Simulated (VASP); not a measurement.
Runs of VASP 6.6.1 on CsSnI3. The structure is that of space group R3m (No. 160), or close to it. The cells are those of the table. 

| task | cell | cutoff (eV) | smearing | gap on the mesh (eV) | pressure (GPa) | relaxed volume (Å³/atom) | largest force (eV/Å) |
| --- | --- | --- | --- | --- | --- | --- | --- |
| relaxation of cell and atoms | relaxed from a = 6.025 Å, angles 89.2°, 5 atoms | 600 | gaussian 0.1 eV | 3.36 | 0.0 | (a) | 0.03 |
| single point | a = 7.582 Å, angles 88.0°, 5 atoms | 520 | gaussian 0.1 eV | 3.32 | 0.0 | - | 0.03 |
| relaxation of cell and atoms | relaxed from a = 7.582 Å, angles 88.0°, 5 atoms | 600 | gaussian 0.02 eV | 3.32 | 0.0 | 89.24 | 0.01 |
| single point | a = 7.694 Å, angles 81.1°, 5 atoms | 520 | gaussian 0.02 eV | 3.33 | 0.0 | - | 0.01 |

Alike in all rows: level PBE; potentials or basis VASP PAW PBE potentials, release 64 (Cs_sv, Sn_d, I); no spin polarisation; k mesh 3 × 3 × 3.

**Question.** Fill in the values left out.

**Answer.** (a) 89.01.

Caveats: spin-orbit coupling is left out, which moves the levels of the heavy elements; the volume moved by over 15 % at a fixed basis, so the end points are rough (some runs).

A k mesh can miss the band edges, and the runs leave out spin-orbit coupling on Cs, I, Sn.
